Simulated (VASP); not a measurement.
# Si3H2C4 in VASP: further runs

Si3H2C4 is run at these levels: PBEsol; tasks: single point.

All numbers are computed with VASP 6.6.1; they aren't measurements. Logs are shortened: lines on timing, memory, paths and dates and some standing lists are left out, and cuts for length are marked.

### Step 1. The cell of the first run

The cell holds a slab with vacuum, 18 atoms: a = 6.161 Å, b = 3.081 Å, c = 20.037 Å, α = 90.00°, β = 90.00°, γ = 90.00°.

### Step 2. Single point, PBEsol

Input file INCAR:

```
  PREC = Accurate
  ENCUT = 520
  EDIFF = 1E-6
  ISMEAR = 0
  SIGMA = 0.05
  LREAL = Auto
  LASPH = True
  NELM = 80
  ALGO = Normal
  ISIF = 2
  LWAVE = False
  LCHARG = True
  LDIPOL = True
  IDIPOL = 3
  DIPOL = 0.5 0.5 0.353
  GGA = PS
  LELF = True
  LVHAR = True
  LVACPOTAV = True
  NBANDS = 45
```

Input file KPOINTS:

```
regular mesh
0
Gamma
  4 8 1
```

Input file POSCAR:

```
Si3H2C4
1.0
    6.1612406585      0.0000000000      0.0000000000
    0.0000000000      3.0806203293      0.0000000000
    0.0000000000      0.0000000000     20.0373883794
C Si H
8 6 4
Direct
    0.5000000000      0.5000000000      0.2321862369
    0.0000000000      0.5000000000      0.2321862369
    0.7500000000      0.0000000000      0.3408993827
    0.2500000000      0.0000000000      0.3408993827
   -0.0027620812      0.5000000000      0.4633254963
    0.5017250048      0.5000000000      0.4457235758
    0.3874129325      0.0000000000      0.5537325474
    0.6098213397      0.0000000000      0.5606695792
    0.2500000000      0.5000000000      0.2865428098
    0.7500000000      0.5000000000      0.2865428098
    0.5006298240      0.0000000000      0.3939915838
   -0.0015186746      0.0000000000      0.4016225263
    0.7202331683      0.5000000000      0.5126216522
    0.2745554390      0.5000000000      0.5090450302
    0.5000000000      0.2248963861      0.1983620084
    0.5000000000      0.7751036139      0.1983620084
    0.0000000000      0.7747262802      0.1982371399
    0.0000000000      0.2252737198      0.1982371399
```

Potentials or basis: VASP PAW PBE potentials, release 64 (C, Si, H).

Command:

```sh
cat potpaw_PBE.64/C/POTCAR potpaw_PBE.64/Si/POTCAR potpaw_PBE.64/H/POTCAR > POTCAR
mpirun -np 1 vasp_std > vasp.out
```

OUTCAR:

```text
PREC = Accurate
   ENCUT = 520
   EDIFF = 1E-6
   ISMEAR = 0
   LREAL = Auto
   LASPH = True
   NELM = 80
   ISIF = 2
   GGA = PS

 ion  position               nearest neighbor table
   1  0.500  0.500  0.232-  15 1.09  16 1.09   9 1.89  10 1.89
   2  0.000  0.500  0.232-  17 1.09  18 1.09   9 1.89  10 1.89
   3  0.750  0.000  0.341-  11 1.87  10 1.89  10 1.89  12 1.96
   4  0.250  0.000  0.341-  11 1.88   9 1.89   9 1.89  12 1.97
   5  0.997  0.500  0.463-  14 1.94  13 1.97  12 1.98  12 1.98
   6  0.502  0.500  0.446-  11 1.86  11 1.86  14 1.89  13 1.90
   7  0.387  0.000  0.554-   8 1.38  14 1.91  14 1.91
   8  0.610  0.000  0.561-   7 1.38  13 1.94  13 1.94
   9  0.250  0.500  0.287-   1 1.89   2 1.89   4 1.89   4 1.89  11 3.06  11 3.06  10 3.08  10 3.08

  10  0.750  0.500  0.287-   1 1.89   2 1.89   3 1.89   3 1.89  11 3.06  11 3.06   9 3.08   9 3.08

  11  0.501  0.000  0.394-   6 1.86   6 1.86   3 1.87   4 1.88  10 3.06  10 3.06   9 3.06   9 3.06
                            12 3.07  12 3.10  14 3.10  14 3.10  13 3.14  13 3.14
  12  0.998  0.000  0.402-   3 1.96   4 1.97   5 1.98   5 1.98  11 3.07  11 3.10  14 3.15  14 3.15

  13  0.720  0.500  0.513-   6 1.90   8 1.94   8 1.94   5 1.97  14 2.75  11 3.14  11 3.14
  14  0.275  0.500  0.509-   6 1.89   7 1.91   7 1.91   5 1.94  13 2.75  11 3.10  11 3.10  12 3.15
                            12 3.15
  15  0.500  0.225  0.198-   1 1.09
  16  0.500  0.775  0.198-   1 1.09
  17  0.000  0.775  0.198-   2 1.09
  18  0.000  0.225  0.198-   2 1.09

  LATTYP: Found a simple orthorhombic cell.
 ALAT       =     3.0806203293
 B/A-ratio  =     2.0000000000
 C/A-ratio  =     6.5043355680

  Lattice vectors:

 A1 = (   0.0000000000,  -3.0806203293,   0.0000000000)
 A2 = (   6.1612406585,   0.0000000000,   0.0000000000)
 A3 = (   0.0000000000,   0.0000000000,  20.0373883794)

Analysis of symmetry for initial positions (statically):
=====================================================================
 Subroutine PRICEL returns:
 Original cell was already a primitive cell.

 Routine SETGRP: Setting up the symmetry group for a
 simple orthorhombic supercell.

 Subroutine GETGRP returns: Found  2 space group operations
 (whereof  2 operations were pure point group operations)
 out of a pool of  8 trial point group operations.

The static configuration has the point symmetry C_1h.

Analysis of symmetry for dynamics (positions and initial velocities):
=====================================================================
 Subroutine PRICEL returns:
 Original cell was already a primitive cell.

 Routine SETGRP: Setting up the symmetry group for a
 simple orthorhombic supercell.

 Subroutine GETGRP returns: Found  2 space group operations
 (whereof  2 operations were pure point group operations)
 out of a pool of  8 trial point group operations.

The dynamic configuration has the point symmetry C_1h.

 Subroutine INISYM returns: Found  2 space group operations
 (whereof  2 operations are pure point group operations),
 and found     1 'primitive' translations

----------------------------------------------------------------------------------------

                                     Primitive cell

  volume of cell :     380.3185

  direct lattice vectors                    reciprocal lattice vectors
     6.161240658  0.000000000  0.000000000     0.162304973  0.000000000  0.000000000
     0.000000000  3.080620329  0.000000000     0.000000000  0.324609946  0.000000000
     0.000000000  0.000000000 20.037388379     0.000000000  0.000000000  0.049906703

  length of vectors
     6.161240658  3.080620329 20.037388379     0.162304973  0.324609946  0.049906703

  position of ions in fractional coordinates (direct lattice)
     0.500000000  0.500000000  0.232186237
     0.000000000  0.500000000  0.232186237
     0.750000000  0.000000000  0.340899383
     0.250000000  0.000000000  0.340899383
     0.997237919  0.500000000  0.463325496
     0.501725005  0.500000000  0.445723576
[... 10 lines left out ...]
     0.000000000  0.774726280  0.198237140
     0.000000000  0.225273720  0.198237140

  ion indices of the primitive-cell ions
   primitive index   ion index
                 1           1
                 2           2
                 3           3
                 4           4
                 5           5
                 6           6
[... 10 lines left out ...]
                17          17
                18          18

----------------------------------------------------------------------------------------

 KPOINTS: regular mesh

Automatic generation of k-mesh.
 Grid dimensions read from file:
 generate k-points for:    4    8    1

 Generating k-lattice:

  Cartesian coordinates                     Fractional coordinates (reciprocal lattice)
     0.040576243  0.000000000  0.000000000     0.250000000  0.000000000  0.000000000
     0.000000000  0.040576243  0.000000000     0.000000000  0.125000000  0.000000000
     0.000000000  0.000000000  0.049906703     0.000000000  0.000000000  1.000000000

  Length of vectors
     0.040576243  0.040576243  0.049906703

  Shift w.r.t. Gamma in fractional coordinates (k-lattice)
     0.000000000  0.000000000  0.000000000

 Subroutine IBZKPT returns following result:
 ===========================================

 Found     15 irreducible k-points:

 Following reciprocal coordinates:
            Coordinates               Weight
  0.000000  0.000000  0.000000      1.000000
  0.250000  0.000000  0.000000      2.000000
  0.500000  0.000000  0.000000      1.000000
  0.000000  0.125000  0.000000      2.000000
  0.250000  0.125000  0.000000      4.000000
  0.500000  0.125000  0.000000      2.000000
  0.000000  0.250000  0.000000      2.000000
  0.250000  0.250000  0.000000      4.000000
  0.500000  0.250000  0.000000      2.000000
  0.000000  0.375000  0.000000      2.000000
  0.250000  0.375000  0.000000      4.000000
  0.500000  0.375000  0.000000      2.000000
  0.000000  0.500000  0.000000      1.000000
  0.250000  0.500000  0.000000      2.000000
  0.500000  0.500000  0.000000      1.000000
   k-points           NKPTS =     15   k-points in BZ     NKDIM =     15   number of bands    NBANDS=     45
   number of dos      NEDOS =    301   number of ions     NIONS =     18
   total plane-waves  NPLWV = 172800
   dimension x,y,z NGX =    48 NGY =   24 NGZ =  150
   dimension x,y,z NGXF=    96 NGYF=   48 NGZF=  300
   ions per type =               8   6   4
   NGX,Y,Z   is equivalent  to a cutoff of  12.95, 12.95, 12.45 a.u.
   NGXF,Y,Z  is equivalent  to a cutoff of  25.90, 25.90, 24.89 a.u.
 SYSTEM =  unknown system
   PREC   = accura    normal or accurate (medium, high low for compatibility)
   ISTART =      0    job   : 0-new  1-cont  2-samecut
   ICHARG =      2    charge: 1-file 2-atom 10-const
   ISPIN  =      1    spin polarized calculation?
   LNONCOLLINEAR =      F non collinear calculations
   LSORBIT =      F    spin-orbit coupling
   LASPH  =      T    aspherical Exc in radial PAW
   ENCUT  =  520.0 eV  38.22 Ry    6.18 a.u.  11.46  5.73 37.26*2*pi/ulx,y,z
   NELM   =     80;   NELMIN=  2; NELMDL= -5     # of ELM steps
   EDIFF  = 0.1E-05   stopping-criterion for ELM
   LREAL  =      T    real-space projection
   EDIFFG = 0.1E-04   stopping-criterion for IOM
   NSW    =      0    number of steps for IOM
   IBRION =     -1    ionic relax: 0-MD 1-quasi-New 2-CG
   NFREE  =      0    steps in history (QN), initial steepest desc. (CG)
   ISIF   =      2    stress and relaxation
   ISYM   =      2    0-nonsym 1-usesym 2-fastsym
   POTIM  = 0.5000    time-step for ionic-motion
   TEBEG  =    0.0;   TEEND  =   0.0 temperature during run
   PSTRESS=    0.0 pullay stress
   NELECT =      60.0000    total number of electrons
   NUPDOWN=      -1.0000    fix difference up-down
   EMIN   =  10.00;   EMAX   =-10.00  energy-range for DOS
   EFERMI =   0.00;   METHOD = LEGACY
   ISMEAR =     0;   SIGMA  =   0.05  broadening in eV -4-tet -1-fermi 0-gaus
   EFERMI_NEDOS =   21; number of points for ismear=-14 and -15
   IALGO  =     38    algorithm
   IMIX   =      4    mixing-type and parameters
     AMIX     =   0.40;   BMIX     =  1.00
     AMIX_MAG =   1.60;   BMIX_MAG =  1.00
  volume/ion in A,a.u.               =      21.13       142.58
  Fermi-wavevector in a.u.,A,eV,Ry     =   0.884591  1.671636 10.646588  0.782502
  Thomas-Fermi vector in A             =   2.005512
   LORBIT       =      0    0 simple, 1 ext, 2 COOP (PROOUT), +10 PAW based schemes
   GGA     = PS    functional components
   LHFCALC =     F    Hartree Fock is set to
   AEXX    =    0.0000 exact exchange contribution
   IVDW    =     0    specifies the selected vdW correction
   LEPSILON=     F    determine dielectric tensor
   LRPA    =     F    only Hartree local field effects (RPA)
 non-spin polarized calculation
 Gauss-broadening in eV      SIGMA  =   0.05
  energy-cutoff  :      520.00
  volume of cell :      380.32
 maximum number of plane-waves:     10275
 NGX is ok and might be reduce to    48
   NGX = 23   NGY = 11   NGZ = 75

 dipolmoment           0.000000      0.000000     -0.000136 electrons x Angstroem

 number of electron      59.9999999 magnetization

 dipolmoment           0.000000      0.000000      0.168947 electrons x Angstroem

 Free energy of the ion-electron system (eV)
  ---------------------------------------------------
  ext. energy  EPLUGINS =         0.00000000
  ---------------------------------------------------
  free energy    TOTEN  =      -123.62573158 eV

  energy without entropy =     -123.62387529  energy(sigma->0) =     -123.62480344

 E-fermi :   1.0436     XC(G=0):  -5.3259

 val. band max:        0.9169636368   @ k =   0.2500   0.5000   0.0000
 cond. band min:       1.0442976361   @ k =   0.0000   0.3750   0.0000
 fundamental gap:      0.1273339993
 Fermi energy:         1.0435831645

 k-point     1 :       0.0000    0.0000    0.0000
  band No.  band energies     occupation
      1     -15.6597      2.00000
      2     -14.7754      2.00000
      3     -13.4544      2.00000
      4     -12.5537      2.00000
      5     -12.2049      2.00000
      6     -12.1702      2.00000
[... 34 lines left out ...]
     41       5.6815      0.00000
     42       5.8283      0.00000

 k-point     2 :       0.2500    0.0000    0.0000
  band No.  band energies     occupation
      1     -15.5806      2.00000
      2     -14.6266      2.00000
      3     -13.4472      2.00000
      4     -13.2708      2.00000
      5     -12.5932      2.00000
      6     -11.8319      2.00000
[... 34 lines left out ...]
     41       5.8758      0.00000
     42       6.0168      0.00000

 k-point     3 :       0.5000    0.0000    0.0000
  band No.  band energies     occupation
      1     -15.4911      2.00000
      2     -14.1823      2.00000
      3     -14.1446      2.00000
      4     -13.2177      2.00000
      5     -12.9260      2.00000
      6     -11.8247      2.00000
[... 491 lines left out ...]
      3     -12.0930      2.00000
      4     -11.9754      2.00000
      5     -11.2752      2.00000
      6     -10.8088      2.00000
[... 34 lines left out ...]
     41       6.0953      0.00000
     42       6.1591      0.00000

 k-point    15 :       0.5000    0.5000    0.0000
  band No.  band energies     occupation
      1     -13.6000      2.00000
      2     -11.9817      2.00000
      3     -11.7898      2.00000
      4     -11.7716      2.00000
      5     -11.5450      2.00000
      6     -11.3953      2.00000
[... 34 lines left out ...]
     41       5.9277      0.00000
     42       6.4298      0.00000
 [bands above 42 left out]

------------------------ aborting loop because EDIFF is reached ----------------------------------------

  FORCE on cell =-STRESS in cart. coord.  units (eV):
  Direction    XX          YY          ZZ          XY          YZ          ZX
  --------------------------------------------------------------------------------------
  -------------------------------------------------------------------------------------
  Total       -5.8383586      9.2864198     -8.1281949      0.0000000      0.0000000     -0.0077837
  in kB      -24.5953994     39.1211333    -34.2418503      0.0000000      0.0000000     -0.0327907
  external PRESSURE =      -6.5720388 kB  Pullay stress =       0.0000000 kB

 VOLUME and BASIS-vectors are now :
 -----------------------------------------------------------------------------
  energy-cutoff  :      520.00
  volume of cell :      380.32
      direct lattice vectors                 reciprocal lattice vectors
     6.161240658  0.000000000  0.000000000     0.162304973  0.000000000  0.000000000
     0.000000000  3.080620329  0.000000000     0.000000000  0.324609946  0.000000000
     0.000000000  0.000000000 20.037388379     0.000000000  0.000000000  0.049906703

 POSITION                                       TOTAL-FORCE (eV/Angst)
 -----------------------------------------------------------------------------------
      3.08062      1.54031      4.65241         0.000995      0.000000      0.742615
      0.00000      1.54031      4.65241        -0.000933      0.000000      0.566949
      4.62093      0.00000      6.83073         0.700345      0.000000      0.448336
      1.54031      0.00000      6.83073        -0.702045      0.000000      0.607296
      6.14422      1.54031      9.28383         0.005818      0.000000      0.013699
      3.09125      1.54031      8.93114         0.003108      0.000000     -0.017373
[... 10 lines left out ...]
      0.00000      2.38664      3.97215         0.000461      0.027095     -0.019243
      0.00000      0.69398      3.97215         0.000461     -0.027095     -0.019243
 -----------------------------------------------------------------------------------
    total drift:                                0.003673     -0.000000     -0.023649

  FREE ENERGIE OF THE ION-ELECTRON SYSTEM (eV)
  ---------------------------------------------------
  free  energy   TOTEN  =      -123.6257315842 eV

  energy  without entropy=     -123.6238752910  energy(sigma->0) =     -123.62480344

 vacuum level on the upper side and lower side of the slab         5.817         4.207
```

Wall time 6 min (1 thread of Intel Xeon 6975P-C (Granite Rapids), shared host); peak memory 0.51 GiB.

Results:

```yaml
Free_energy: -123.6257 eV
Largest_force: 1.465 eV/Å
Band_gap_on_the_k_mesh: zero (bands 30 and 31 overlap by 0.68 eV)
```

Forces in eV/Å, atoms in the order of the input:
```
C    0.001  0.000  0.743
C   -0.001  0.000  0.567
C    0.700  0.000  0.448
C   -0.702  0.000  0.607
C    0.006  0.000  0.014
C    0.003  0.000 -0.017
C   -0.078  0.000  0.022
C    0.075  0.000 -1.463
Si  -0.422  0.000 -0.411
Si   0.422  0.000 -0.424
Si   0.002  0.000  0.000
Si   0.001  0.000 -0.003
Si   0.010  0.000  0.003
Si  -0.016  0.000  0.003
H    0.000 -0.029 -0.025
H    0.000  0.029 -0.025
H    0.000  0.027 -0.019
H    0.000 -0.027 -0.019
```

Levels at points of the mesh, in eV from the Fermi level:
| k point | band 28 | band 29 | band 30 | band 31 | band 32 | band 33 |
| --- | --- | --- | --- | --- | --- | --- |
| (0.00, 0.00, 0.00) | -1.90 | -1.52 | 0.08 | 0.74 | 0.92 | 2.46 |
| (0.50, 0.00, 0.00) | -1.93 | -1.81 | 0.25 | 0.66 | 2.21 | 2.68 |
| (0.00, 0.50, 0.00) | -2.21 | -2.12 | -1.83 | -0.44 | 1.15 | 2.45 |
| (0.50, 0.50, 0.00) | -3.35 | -2.88 | -2.56 | 0.35 | 1.91 | 2.36 |

Caveat: the PAW data sets were made with another functional, which shifts forces and pressure a little.

### Step 3. Single point, PBEsol

Input file INCAR:

```
ALGO     = Normal         # electronic algorithm
DIPOL    = 0.5 0.5 0.354
EDIFF    = 1E-6           # SCF threshold, eV
ENCUT    = 520            # plane-wave cutoff, eV
GGA      = PS             # functional
IDIPOL   = 3            
ISIF     = 2              # what is computed and relaxed
ISMEAR   = 0              # smearing method
LASPH    = True           # aspherical terms in the spheres
LCHARG   = False          # write CHGCAR
LDIPOL   = True         
LREAL    = Auto         
LWAVE    = False          # write WAVECAR
NBANDS   = 45             # bands
NELM     = 100            # most SCF steps
PREC     = Accurate       # precision mode
SIGMA    = 0.05           # smearing width, eV
```

Input file KPOINTS:

```
k-points
0
Gamma
  4 8 1
```

Input file POSCAR:

```
Si3H2C4
1.0
    6.1612406585      0.0000000000      0.0000000000
    0.0000000000      3.0806203293      0.0000000000
    0.0000000000      0.0000000000     20.0373883794
C Si H
8 6 4
Direct
    0.5000000000      0.5000000000      0.2321862369
    0.0000000000      0.5000000000      0.2321862369
    0.7500000000      0.0000000000      0.3408993827
    0.2500000000      0.0000000000      0.3408993827
    0.0000213935      0.5000000000      0.4647214617
    0.5000202119      0.5000000000      0.4474678322
    0.3883014173      0.0000000000      0.5606695792
    0.6118247029      0.0000000000      0.5606695792
    0.2500000000      0.5000000000      0.2865428098
    0.7500000000      0.5000000000      0.2865428098
    0.5000018270      0.0000000000      0.3949061874
   -0.0000132560      0.0000000000      0.4024481744
    0.7225026287      0.5000000000      0.5130445954
    0.2774476261      0.5000000000      0.5130322345
    0.5000000000      0.2248963861      0.1983620084
    0.5000000000      0.7751036139      0.1983620084
    0.0000000000      0.7747262802      0.1982371399
    0.0000000000      0.2252737198      0.1982371399
```

Potentials or basis: VASP PAW PBE potentials, release 64 (C, Si, H).

Command:

```sh
cat potpaw_PBE.64/C/POTCAR potpaw_PBE.64/Si/POTCAR potpaw_PBE.64/H/POTCAR > POTCAR
mpirun -np 1 vasp_std > vasp.out
```

Run time: 5.4 min. Hardware: 1 thread of Intel Xeon 6975P-C (Granite Rapids), shared host; peak memory 0.51 GiB.

Results (log left out):

```yaml
Free_energy: -123.5566 eV
Largest_force: 1.019 eV/Å
Band_gap_on_the_k_mesh: zero (bands 30 and 31 overlap by 0.79 eV)
```

Forces in eV/Å, atoms in the order of the input:
```
C    0.000  0.000  0.741
C    0.000  0.000  0.574
C    0.622  0.000  0.765
C   -0.622  0.000  0.765
C   -0.007  0.000  0.012
C   -0.002  0.000 -0.025
C   -0.071  0.000 -1.016
C    0.066  0.000 -1.012
Si  -0.405  0.000 -0.359
Si   0.405  0.000 -0.359
Si   0.000  0.000  0.006
Si   0.002  0.000 -0.004
Si   0.019  0.000 -0.001
Si  -0.008  0.000  0.004
H    0.000 -0.029 -0.026
H    0.000  0.029 -0.026
H    0.000  0.026 -0.018
H    0.000 -0.026 -0.018
```

Levels at points of the mesh, in eV from the Fermi level:
| k point | band 26 | band 27 | band 28 | band 29 | band 30 | band 31 | band 32 | band 33 | band 34 | band 35 |
| --- | --- | --- | --- | --- | --- | --- | --- | --- | --- | --- |
| (0.00, 0.00, 0.00) | -2.02 | -2.01 | -1.86 | -1.47 | 0.19 | 0.85 | 0.86 | 2.48 | 2.69 | 3.16 |
| (0.50, 0.00, 0.00) | -2.80 | -1.96 | -1.95 | -1.77 | 0.35 | 0.68 | 2.27 | 2.62 | 2.86 | 3.22 |
| (0.00, 0.50, 0.00) | -3.30 | -2.67 | -2.11 | -2.02 | -1.81 | -0.44 | 1.14 | 2.46 | 2.62 | 3.11 |
| (0.50, 0.50, 0.00) | -4.04 | -3.62 | -3.37 | -2.87 | -2.56 | 0.35 | 1.91 | 2.35 | 2.66 | 2.87 |

Caveat: the PAW data sets were made with another functional, which shifts forces and pressure a little.

The gap in the log of VASP goes by the Fermi energy; the results here count the filled bands.